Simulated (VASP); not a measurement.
# MoS2 in VASP: single point with PBEsol

Aim: the single point of MoS2 with PBEsol.

Everything below comes from runs of VASP 6.6.1. Logs are shortened: lines on timing, memory, paths and dates and some standing lists are left out, and cuts for length are marked.

## (1) The cell of the first run

The cell holds a slab with vacuum, 15 atoms: a = 3.143 Å, b = 6.540 Å, c = 26.765 Å, α = 90.00°, β = 90.00°, γ = 90.00°.

## (2) Single point, PBEsol

INCAR reads:

```
SYSTEM = MoS2
  PREC = Accurate
  ENCUT = 520
  EDIFF = 1E-6
  ISMEAR = 0
  SIGMA = 0.05
  LREAL = Auto
  LASPH = .TRUE.
  NELM = 80
  ALGO = Normal
  ISIF = 2
  LWAVE = .FALSE.
  LCHARG = .FALSE.
  LDIPOL = .TRUE.
  IDIPOL = 3
  DIPOL = 0.5 0.5 0.497
  GGA = PS
  NBANDS = 78
  EFIELD = -0.1
```

KPOINTS reads:

```
regular mesh
0
G
  8 4 1
  0 0 0
```

POSCAR reads:

```
MoS2
1.0
    3.1431208285      0.0000000000      0.0000000000
    0.0000000000      6.5400926057      0.0000000000
    0.0000000000      0.0000000000     26.7645412968
Mo S
5 10
Direct
    0.5000000000      0.8845106974      0.2802215034
    0.0000000000      0.7690260210      0.3779306359
    0.5000000000      0.6535413446      0.4756397684
    0.0000000000      0.5380566682      0.5733489009
    0.5000000000      0.4225719918      0.6710580334
    0.0000000000      0.6170850377      0.2966349274
    0.0000000000      0.0748681501      0.3289419666
    0.5000000000      0.5016003613      0.3943440599
    0.5000000000      0.9593834736      0.4266510991
    0.0000000000      0.3861156849      0.4920531924
    0.0000000000      0.8438987972      0.5243602316
    0.5000000000      0.2706310085      0.5897623249
    0.5000000000      0.7284141208      0.6220693641
    0.0000000000      0.1551463321      0.6874714574
    0.0000000000      0.6129294444      0.7197784966
```

Potentials or basis: VASP PAW PBE potentials, release 64 (Mo_sv, S).

The run is started by

```console
cat potpaw_PBE.64/Mo_sv/POTCAR potpaw_PBE.64/S/POTCAR > POTCAR
mpirun -np 1 vasp_std > vasp.out
```

OUTCAR:

```text
SYSTEM = MoS2
   PREC = Accurate
   ENCUT = 520
   EDIFF = 1E-6
   ISMEAR = 0
   LREAL = Auto
   LASPH = .TRUE.
   NELM = 80
   ISIF = 2
   GGA = PS

 ion  position               nearest neighbor table
   1  0.500  0.885  0.280-   7 2.39   7 2.39   6 2.39   6 2.39   2 3.14   2 3.14
   2  0.000  0.769  0.378-   7 2.39   9 2.39   9 2.39   6 2.39   8 2.39   8 2.39   1 3.14   3 3.14
                             1 3.14   3 3.14
   3  0.500  0.654  0.476-   9 2.39  11 2.39  11 2.39   8 2.39  10 2.39  10 2.39   2 3.14   4 3.14
                             2 3.14   4 3.14
   4  0.000  0.538  0.573-  11 2.39  13 2.39  13 2.39  10 2.39  12 2.39  12 2.39   3 3.14   5 3.14
                             3 3.14   5 3.14
   5  0.500  0.423  0.671-  13 2.39  15 2.39  15 2.39  12 2.39  14 2.39  14 2.39   4 3.14   4 3.14

   6  0.000  0.617  0.297-   2 2.39   1 2.39   1 2.39
   7  0.000  0.075  0.329-   2 2.39   1 2.39   1 2.39
   8  0.500  0.502  0.394-   3 2.39   2 2.39   2 2.39
   9  0.500  0.959  0.427-   3 2.39   2 2.39   2 2.39
  10  0.000  0.386  0.492-   4 2.39   3 2.39   3 2.39
  11  0.000  0.844  0.524-   4 2.39   3 2.39   3 2.39
  12  0.500  0.271  0.590-   5 2.39   4 2.39   4 2.39
  13  0.500  0.728  0.622-   5 2.39   4 2.39   4 2.39
  14  0.000  0.155  0.687-   5 2.39   5 2.39
  15  0.000  0.613  0.720-   5 2.39   5 2.39

  LATTYP: Found a simple orthorhombic cell.
 ALAT       =     3.1431208285
 B/A-ratio  =     2.0807639803
 C/A-ratio  =     8.5152759812

  Lattice vectors:

 A1 = (   3.1431208285,   0.0000000000,   0.0000000000)
 A2 = (   0.0000000000,   6.5400926057,   0.0000000000)
 A3 = (   0.0000000000,   0.0000000000,  26.7645412968)

Analysis of symmetry for initial positions (statically):
=====================================================================
 Subroutine PRICEL returns:
 Original cell was already a primitive cell.

 Routine SETGRP: Setting up the symmetry group for a
 simple orthorhombic supercell.

 Subroutine GETGRP returns: Found  2 space group operations
 (whereof  2 operations were pure point group operations)
 out of a pool of  8 trial point group operations.

The static configuration has the point symmetry C_1h.

Analysis of symmetry for dynamics (positions and initial velocities):
=====================================================================
 An external electric field (EFIELD) may reduce the allowed symmetry operations
 Subroutine PRICEL returns:
 Original cell was already a primitive cell.

 Routine SETGRP: Setting up the symmetry group for a
 simple orthorhombic supercell.

 Subroutine GETGRP returns: Found  2 space group operations
 (whereof  2 operations were pure point group operations)
 out of a pool of  8 trial point group operations.

The dynamic configuration has the point symmetry C_1h.

 Subroutine INISYM returns: Found  2 space group operations
 (whereof  2 operations are pure point group operations),
 and found     1 'primitive' translations

----------------------------------------------------------------------------------------

                                     Primitive cell

  volume of cell :     550.1800

  direct lattice vectors                    reciprocal lattice vectors
     3.143120828  0.000000000  0.000000000     0.318155125  0.000000000  0.000000000
     0.000000000  6.540092606  0.000000000     0.000000000  0.152903034  0.000000000
     0.000000000  0.000000000 26.764541297     0.000000000  0.000000000  0.037362867

  length of vectors
     3.143120828  6.540092606 26.764541297     0.318155125  0.152903034  0.037362867

  position of ions in fractional coordinates (direct lattice)
     0.500000000  0.884510697  0.280221503
     0.000000000  0.769026021  0.377930636
     0.500000000  0.653541345  0.475639768
     0.000000000  0.538056668  0.573348901
     0.500000000  0.422571992  0.671058033
     0.000000000  0.617085038  0.296634927
     0.000000000  0.074868150  0.328941967
     0.500000000  0.501600361  0.394344060
     0.500000000  0.959383474  0.426651099
     0.000000000  0.386115685  0.492053192
     0.000000000  0.843898797  0.524360232
     0.500000000  0.270631008  0.589762325
     0.500000000  0.728414121  0.622069364
     0.000000000  0.155146332  0.687471457
[... 50 lines left out ...]
  0.250000  0.000000  0.000000      2.000000
  0.375000  0.000000  0.000000      2.000000
  0.500000  0.000000  0.000000      1.000000
  0.000000  0.250000  0.000000      2.000000
  0.125000  0.250000  0.000000      4.000000
  0.250000  0.250000  0.000000      4.000000
  0.375000  0.250000  0.000000      4.000000
  0.500000  0.250000  0.000000      2.000000
  0.000000  0.500000  0.000000      1.000000
  0.125000  0.500000  0.000000      2.000000
  0.250000  0.500000  0.000000      2.000000
  0.375000  0.500000  0.000000      2.000000
  0.500000  0.500000  0.000000      1.000000
   k-points           NKPTS =     15   k-points in BZ     NKDIM =     15   number of bands    NBANDS=     78
   number of dos      NEDOS =    301   number of ions     NIONS =     15
   total plane-waves  NPLWV = 240000
   dimension x,y,z NGX =    24 NGY =   50 NGZ =  200
   dimension x,y,z NGXF=    48 NGYF=  100 NGZF=  400
   ions per type =               5  10
   NGX,Y,Z   is equivalent  to a cutoff of  12.69, 12.71, 12.42 a.u.
   NGXF,Y,Z  is equivalent  to a cutoff of  25.39, 25.42, 24.85 a.u.
 SYSTEM =  MoS2
   PREC   = accura    normal or accurate (medium, high low for compatibility)
   ISTART =      0    job   : 0-new  1-cont  2-samecut
   ICHARG =      2    charge: 1-file 2-atom 10-const
   ISPIN  =      1    spin polarized calculation?
   LNONCOLLINEAR =      F non collinear calculations
   LSORBIT =      F    spin-orbit coupling
   LASPH  =      T    aspherical Exc in radial PAW
   ENCUT  =  520.0 eV  38.22 Ry    6.18 a.u.   5.84 12.16 49.76*2*pi/ulx,y,z
   NELM   =     80;   NELMIN=  2; NELMDL= -5     # of ELM steps
   EDIFF  = 0.1E-05   stopping-criterion for ELM
   LREAL  =      T    real-space projection
   EDIFFG = 0.1E-04   stopping-criterion for IOM
   NSW    =      0    number of steps for IOM
   IBRION =     -1    ionic relax: 0-MD 1-quasi-New 2-CG
   NFREE  =      0    steps in history (QN), initial steepest desc. (CG)
   ISIF   =      2    stress and relaxation
   ISYM   =      2    0-nonsym 1-usesym 2-fastsym
   POTIM  = 0.5000    time-step for ionic-motion
   TEBEG  =    0.0;   TEEND  =   0.0 temperature during run
   PSTRESS=    0.0 pullay stress
   NELECT =     130.0000    total number of electrons
   NUPDOWN=      -1.0000    fix difference up-down
   EMIN   =  10.00;   EMAX   =-10.00  energy-range for DOS
   EFERMI =   0.00;   METHOD = LEGACY
   ISMEAR =     0;   SIGMA  =   0.05  broadening in eV -4-tet -1-fermi 0-gaus
   EFERMI_NEDOS =   21; number of points for ismear=-14 and -15
   IALGO  =     38    algorithm
   IMIX   =      4    mixing-type and parameters
     AMIX     =   0.40;   BMIX     =  1.00
     AMIX_MAG =   1.60;   BMIX_MAG =  1.00
  volume/ion in A,a.u.               =      36.68       247.52
  Fermi-wavevector in a.u.,A,eV,Ry     =   1.012094  1.912581 13.936925  1.024335
  Thomas-Fermi vector in A             =   2.145183
   LORBIT       =      0    0 simple, 1 ext, 2 COOP (PROOUT), +10 PAW based schemes
   GGA     = PS    functional components
   LHFCALC =     F    Hartree Fock is set to
   AEXX    =    0.0000 exact exchange contribution
   IVDW    =     0    specifies the selected vdW correction
   LEPSILON=     F    determine dielectric tensor
   LRPA    =     F    only Hartree local field effects (RPA)
 non-spin polarized calculation
 Gauss-broadening in eV      SIGMA  =   0.05
  energy-cutoff  :      520.00
  volume of cell :      550.18
 maximum number of plane-waves:     14900
 NGX is ok and might be reduce to    24
   NGX = 11   NGY = 25   NGZ = 99

 dipolmoment           0.000000      0.000000     -2.933457 electrons x Angstroem

 number of electron     130.0000007 magnetization

 dipolmoment           0.000000      0.000000      0.100421 electrons x Angstroem

 Free energy of the ion-electron system (eV)
  ---------------------------------------------------
  ext. energy  EPLUGINS =         0.00000000
  ---------------------------------------------------
  free energy    TOTEN  =      -112.14695593 eV

  energy without entropy =     -112.13114757  energy(sigma->0) =     -112.13905175

 E-fermi :   0.8678     XC(G=0):  -5.9408

 val. band max:        0.8672095644   @ k =   0.5000   0.2500   0.0000
 cond. band min:       0.8806162270   @ k =   0.1250   0.2500   0.0000
 fundamental gap:      0.0134066626
 Fermi energy:         0.8677551169

 k-point     1 :       0.0000    0.0000    0.0000
  band No.  band energies     occupation
      1     -60.5212      2.00000
      2     -60.3545      2.00000
      3     -60.3406      2.00000
      4     -60.1163      2.00000
      5     -60.0913      2.00000
      6     -34.8028      2.00000
[... 1189 lines left out ...]
     76       3.6460      0.00000
     77       3.6492      0.00000
 [bands above 77 left out]

------------------------ aborting loop because EDIFF is reached ----------------------------------------

 vacuum level on the upper side and lower side of the slab       (xc-potential included)         1.738        -1.751

  FORCE on cell =-STRESS in cart. coord.  units (eV):
  Direction    XX          YY          ZZ          XY          YZ          ZX
  --------------------------------------------------------------------------------------
  -------------------------------------------------------------------------------------
  Total       -6.6384328     -4.4856635     -1.2116180      0.0000000     -0.9320855      0.0000000
  in kB      -19.3317587    -13.0626863     -3.5283489      0.0000000     -2.7143233      0.0000000
  external PRESSURE =     -11.9742646 kB  Pullay stress =       0.0000000 kB

 VOLUME and BASIS-vectors are now :
 -----------------------------------------------------------------------------
  energy-cutoff  :      520.00
  volume of cell :      550.18
      direct lattice vectors                 reciprocal lattice vectors
     3.143120828  0.000000000  0.000000000     0.318155125  0.000000000  0.000000000
     0.000000000  6.540092606  0.000000000     0.000000000  0.152903034  0.000000000
     0.000000000  0.000000000 26.764541297     0.000000000  0.000000000  0.037362867

 POSITION                                       TOTAL-FORCE (eV/Angst)
 -----------------------------------------------------------------------------------
      1.57156      5.78478      7.50000         0.000000     -0.416291      1.546725
      0.00000      5.02950     10.11514         0.000000      0.020715      0.074054
      1.57156      4.27422     12.73028         0.000000      0.019493     -0.100547
      0.00000      3.51894     15.34542         0.000000      0.029190     -0.147934
      1.57156      2.76366     17.96056         0.000000      0.011161     -0.004401
      0.00000      4.03579      7.93930         0.000000      0.601986     -0.748105
      0.00000      0.48964      8.80398         0.000000     -0.163972     -0.928869
      1.57156      3.28051     10.55444         0.000000      0.063039      0.035939
      1.57156      6.27446     11.41912         0.000000     -0.078530     -0.009381
      0.00000      2.52523     13.16958         0.000000     -0.001103      0.060504
      0.00000      5.51918     14.03426         0.000000     -0.013047      0.053625
      1.57156      1.76995     15.78472         0.000000     -0.001794      0.088720
      1.57156      4.76390     16.64940         0.000000     -0.022991      0.093928
      0.00000      1.01467     18.39986         0.000000      0.577113      0.247645
      0.00000      4.00862     19.26454         0.000000     -0.624969     -0.261903
 -----------------------------------------------------------------------------------
    total drift:                                0.000000      0.002234      0.004450

  FREE ENERGIE OF THE ION-ELECTRON SYSTEM (eV)
  ---------------------------------------------------
  free  energy   TOTEN  =      -112.1469559315 eV

  energy  without entropy=     -112.1311475671  energy(sigma->0) =     -112.13905175

 vacuum level on the upper side and lower side of the slab         7.752         4.245
```

Run time: 82 min. Hardware: 1 thread of Intel Xeon 8259CL, shared host; peak memory 0.77 GiB.

What came out:

```yaml
Free_energy: -112.1470 eV
Largest_force: 1.602 eV/Å
Band_gap_on_the_k_mesh: zero (bands 65 and 66 overlap by 0.19 eV)
```

Forces in eV/Å, atoms in the order of the input:
```
Mo   0.000 -0.416  1.547
Mo   0.000  0.021  0.074
Mo   0.000  0.019 -0.101
Mo   0.000  0.029 -0.148
Mo   0.000  0.011 -0.004
S    0.000  0.602 -0.748
S    0.000 -0.164 -0.929
S    0.000  0.063  0.036
S    0.000 -0.079 -0.009
S    0.000 -0.001  0.061
S    0.000 -0.013  0.054
S    0.000 -0.002  0.089
S    0.000 -0.023  0.094
S    0.000  0.577  0.248
S    0.000 -0.625 -0.262
```

Levels at points of the mesh, in eV from the Fermi level:
```csv
k point,band 63,band 64,band 65,band 66,band 67,band 68
"(0.00, 0.00, 0.00)",-0.75,-0.63,-0.21,-0.05,0.05,1.58
"(0.50, 0.00, 0.00)",-0.27,-0.14,0.14,0.41,0.56,1.09
"(0.00, 0.50, 0.00)",-0.37,-0.30,0.00,0.01,0.13,1.66
"(0.50, 0.50, 0.00)",-0.25,-0.06,-0.06,0.37,0.49,1.16
```

Caveat: the PAW data sets were made with another functional, which shifts forces and pressure a little.
